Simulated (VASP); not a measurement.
Here is a VASP 6.6.1 calculation.

INCAR

```
  PREC = Accurate
  ENCUT = 520
  EDIFF = 1E-6
  ISMEAR = -1
  SIGMA = 0.1
  LREAL = False
  LASPH = True
  NELM = 100
  ALGO = Normal
  ISIF = 2
  LWAVE = False
  LCHARG = True
  GGA = PS
  LELF = True
  LVHAR = True
  NBANDS = 18
```

KPOINTS

```
Automatic mesh
0
Gamma
  4 4 4
```

File POSCAR:

```
B
1.0
    4.1988270000      0.0074960000     -0.0180710000
    0.0074960000      4.0592820000      0.0368340000
   -0.0180710000      0.0368340000      4.0757710000
B
6
Direct
    0.3128415285      1.0194375221      1.0003408920
    0.0128593314      0.2942799721     -0.0749249964
    0.6822047345      0.0723325388      0.0408866997
    0.0031068078      0.6930302816      1.0181452947
    0.9867587686      0.9729988480      0.2740279761
    1.0499340216      0.9662477468      0.6921759314
```

Potentials or basis: VASP PAW PBE potentials, release 64 (B).

Run with:

```sh
$ cat potpaw_PBE.64/B/POTCAR > POTCAR
$ mpirun -np 1 vasp_std > vasp.out
```

Question: Predict the band gap on the k mesh.

Answer: Zero (bands 9 and 10 overlap by 1.05 eV).

Question: Estimate the largest force.

Answer: 3.345 eV/Å.

Question: Estimate the pressure.

Answer: 5.0 GPa.

Stress tensor (GPa, compression positive):
```
 5.60 -0.52  3.63
-0.52  4.94  2.92
 3.63  2.92  4.56
```

Caveat: the k points lie up to 0.39 Å⁻¹ apart, too coarse for converged energies and pressures of a metal; the PAW data sets were made with another functional, which shifts forces and pressure a little.
